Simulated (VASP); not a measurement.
# Pd (Im-3m) in VASP: a series of runs, part 2 of 2

VASP 6.6.1. The steps go on from the part before.

## 4. Relaxation of cell and atoms, PBE+D3(BJ)

INCAR reads:

```
PREC = Accurate
ENCUT = 500
EDIFF = 1E-7
ISMEAR = 0
SIGMA = 0.1
LREAL = False
LASPH = True
NELM = 120
ALGO = Normal
ISIF = 3
LWAVE = False
LCHARG = False
GGA = PE
IVDW = 12
IBRION = 2
NSW = 100
EDIFFG = -0.002
GGA_COMPAT = False
NELMIN = 4
```

KPOINTS reads:

```
regular mesh
0
Gamma
  18 18 18
```

POSCAR reads:

```
Pd
1.0
   -1.5431889841      1.5431889841      1.5431889841
    1.5431889841     -1.5431889841      1.5431889841
    1.5431889841      1.5431889841     -1.5431889841
Pd
1
Direct
    0.0000000000      0.0000000000      0.0000000000
```

Potentials or basis: VASP PAW PBE potentials, release 64 (Pd).

Run with:

```sh
cat potpaw_PBE.64/Pd/POTCAR > POTCAR
mpirun -np 1 vasp_std > vasp.out
```

OUTCAR:

```text
PREC = Accurate
   ENCUT = 500
   EDIFF = 1E-7
   ISMEAR = 0
   LREAL = False
   LASPH = True
   NELM = 120
   ISIF = 3
   GGA = PE
   IVDW = 12
   IBRION = 2
   NSW = 100
   EDIFFG = -0.002
   NELMIN = 4
 IVDW          = 12

 ion  position               nearest neighbor table
   1  0.000  0.000  0.000-

  LATTYP: Found a body centered cubic cell.
 ALAT       =     3.0863779682

  Lattice vectors:

 A1 = (  -1.5431889841,   1.5431889841,   1.5431889841)
 A2 = (   1.5431889841,  -1.5431889841,   1.5431889841)
 A3 = (   1.5431889841,   1.5431889841,  -1.5431889841)

Analysis of symmetry for initial positions (statically):
=====================================================================
 Subroutine PRICEL returns:
 Original cell was already a primitive cell.

 Routine SETGRP: Setting up the symmetry group for a
 body centered cubic supercell.

 Subroutine GETGRP returns: Found 48 space group operations
 (whereof 48 operations were pure point group operations)
 out of a pool of 48 trial point group operations.

The static configuration has the point symmetry O_h .

Analysis of symmetry for dynamics (positions and initial velocities):
=====================================================================
 Subroutine PRICEL returns:
 Original cell was already a primitive cell.

[... 159 lines left out ...]

 Edisp (eV)   -0.66956

 E8    (eV) :    -0.2956
[... 102 lines left out ...]
  FREE ENERGIE OF THE ION-ELECTRON SYSTEM (eV)
  ---------------------------------------------------
  free  energy   TOTEN  =        -5.8297222405 eV

  energy  without entropy=       -5.8236901879  energy(sigma->0) =       -5.82670621

[... ionic steps 4 to 7 ...]

--------------------------------------- Ionic step        8  -------------------------------------------

 number of electron      10.0000001 magnetization

------------------------ aborting loop because EDIFF is reached ----------------------------------------
[... 73 lines left out ...]
--------------------------------------- Ionic step       10  -------------------------------------------

 number of electron      10.0000001 magnetization

 Free energy of the ion-electron system (eV)
  ---------------------------------------------------
  ext. energy  EPLUGINS =         0.00000000
  ---------------------------------------------------
  free energy    TOTEN  =        -5.16469531 eV

  energy without entropy =       -5.15866330  energy(sigma->0) =       -5.16167931

 E-fermi :   9.7301     XC(G=0): -13.1603

 val. band max:        9.7155772668   @ k =  -0.4444  -0.4444   0.3333
 cond. band min:       9.7369309228   @ k =   0.5000   0.5000   0.4444
 fundamental gap:      0.0213536560
 Fermi energy:         9.7300938655

 k-point     1 :       0.0000    0.0000    0.0000
  band No.  band energies     occupation
      1       2.6237      2.00000
      2       6.7808      2.00000
      3       6.7808      2.00000
      4       6.7808      2.00000
      5       8.7669      2.00000
      6       8.7669      2.00000
      7      29.1170      0.00000
      8      29.1170      0.00000
      9      29.1170      0.00000
[... 265 lines left out ...]
 k-point    24 :       0.3889    0.1111    0.0000
  band No.  band energies     occupation
      1       4.7267      2.00000
      2       5.6964      2.00000
      3       8.3145      2.00000
      4       8.6643      2.00000
      5       9.4774      1.99965
      6      12.2017      0.00000
      7      18.4027      0.00000
      8      24.4655      0.00000
      9      26.9091      0.00000

 [... further k-points ...]

------------------------ aborting loop because EDIFF is reached ----------------------------------------

 Edisp (eV)   -0.66503

 E8    (eV) :    -0.2936
[... 24 lines left out ...]
  FREE ENERGIE OF THE ION-ELECTRON SYSTEM (eV)
  ---------------------------------------------------
  free  energy   TOTEN  =        -5.8297222817 eV

  energy  without entropy=       -5.8236902759  energy(sigma->0) =       -5.82670628

 reached required accuracy - stopping structural energy minimisation
```

OSZICAR:

```text
N       E                     dE             d eps       ncg     rms          rms(c)
DAV:   1     0.378570783511E+02    0.37857E+02   -0.51605E+03  3542   0.101E+03
DAV:   2    -0.505142520676E+01   -0.42909E+02   -0.41919E+02  3724   0.191E+02
DAV:   3    -0.542015183744E+01   -0.36873E+00   -0.36792E+00  3985   0.206E+01
[... 64 lines left out ...]
       N       E                     dE             d eps       ncg     rms          rms(c)
DAV:   1    -0.516469570614E+01   -0.37012E-04   -0.69209E-06  3535   0.298E-02    0.390E-03
DAV:   2    -0.516469544925E+01    0.25689E-06   -0.16568E-06  3405   0.118E-02    0.982E-04
DAV:   3    -0.516469538298E+01    0.66268E-07   -0.13955E-08  1761   0.924E-04    0.591E-04
DAV:   4    -0.516469530910E+01    0.73877E-07   -0.37737E-09  1761   0.572E-04
  10 F= -.58297223E+01 E0= -.58267063E+01  d E =-.125051E-06
```

CONTCAR:

```text
Pd
   1.00000000000000
    -1.5465361368685990    1.5465361368685990    1.5465361368685990
     1.5465361368685990   -1.5465361368685990    1.5465361368685990
     1.5465361368685990    1.5465361368685990   -1.5465361368685990
  Pd
     1
Direct
     0.0000000000000000    0.0000000000000000    0.0000000000000000

  0.00000000E+00  0.00000000E+00  0.00000000E+00
```

Run time: 65 s. Hardware: 1 thread of Intel Xeon Platinum 8488C (Sapphire Rapids), shared host; peak memory 0.16 GiB.

Results:

| Property | Result |
| --- | --- |
| Free energy | -5.8297 eV |
| Relaxed volume | 14.80 Å³/atom |
| Relaxed cell | a = 2.679 Å, b = 2.679 Å, c = 2.679 Å, α = 109.47°, β = 109.47°, γ = 109.47° |
| Space group after relaxing (to 0.05 Å) | Im-3m (No. 229) |
| Energy gained by relaxing | 0.4 meV/atom |
| Ionic steps | 10 |
| Pressure after relaxing | 0.0 GPa |
| Band gap on the k mesh | zero (band 5 reaches 10.34 eV, above the bottom of band 6 at 8.67 eV) |
| Dispersion energy per atom | -0.665 eV |

Step by step:
| step | energy change (eV) | largest force (eV/Å) | pressure (GPa) | volume (Å³) |
| --- | --- | --- | --- | --- |
| 1 | 0.0000 | 0.0000 | 1.26 | 14.70 |
| 2 | 0.0005 | 0.0000 | -1.86 | 14.95 |
| 3 | -0.0004 | 0.0000 | -0.05 | 14.80 |
| 4 | -0.0004 | 0.0000 | 0.06 | 14.79 |
| 5 | -0.0004 | 0.0000 | 0.05 | 14.79 |
| 6 | -0.0004 | 0.0000 | 0.03 | 14.79 |
| 7 | -0.0004 | 0.0000 | 0.03 | 14.79 |
| 8 | -0.0004 | 0.0000 | 0.03 | 14.79 |
| 9 | -0.0004 | 0.0000 | 0.03 | 14.80 |
| 10 | -0.0004 | 0.0000 | 0.02 | 14.80 |

Final structure:
```xyz
1
Lattice="-1.5465 1.5465 1.5465 1.5465 -1.5465 1.5465 1.5465 1.5465 -1.5465" Properties=species:S:1:pos:R:3 pbc="T T T"
Pd    0.0000    0.0000    0.0000
```

Caveat: pairwise dispersion overbinds metals, which lowers pressure and volume.

## 5. The runs side by side

| task | cell | k mesh | gap on the mesh (eV) | pressure (GPa) |
| --- | --- | --- | --- | --- |
| single point | a = 2.673 Å, angles 109.5°, 1 atom | 8 × 8 × 8 | none | 1.8 |
| single point | a = 2.680 Å, angles 109.5°, 1 atom | 18 × 18 × 18 | none | -0.3 |
| relaxation of cell and atoms | relaxed from a = 2.673 Å, angles 109.5°, 1 atom | 18 × 18 × 18 | none | 0.0 |

Alike in all rows: level PBE+D3(BJ); potentials or basis VASP PAW PBE potentials, release 64 (Pd); no spin polarisation; cutoff (eV) 500; smearing gaussian 0.1 eV.

Caveats: pairwise dispersion overbinds metals, which lowers pressure and volume.

Total energies depend on the potentials used, so only differences within one code and one set of settings carry meaning.
